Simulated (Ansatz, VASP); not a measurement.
Two plane-wave programs on Al

```
Al
1.0
    -1.58878    1.58878    1.58878
     1.58878   -1.58878    1.58878
     1.58878    1.58878   -1.58878
Al
1
Direct
  0.00000 0.00000 0.00000
```

Alike in both runs: task single point; functional r2SCAN; k mesh 18 × 18 × 18; occupations gaussian, width 0.1 eV; no spin polarisation.

|  | VASP | Ansatz |
| --- | --- | --- |
| version | VASP 6.6.1 | Ansatz 0.2.0 |
| potentials or method | VASP PAW PBE potentials, release 64 (Al), cutoff 550 eV | scalar-relativistic, plane waves, PAW |
| valence electrons in the cell | 3 | 3 |

Ansatz gave:

* gap on the k mesh at the Fermi level (eV): none
* pressure (GPa): 0.9

**Question.** Which values does VASP return?

**Answer.** gap on the k mesh at the Fermi level (eV): none; pressure (GPa): 0.5.

VASP's potentials were made for PBE, not for r2SCAN. A gap of «none» marks a metal or a gap that the smearing closes.
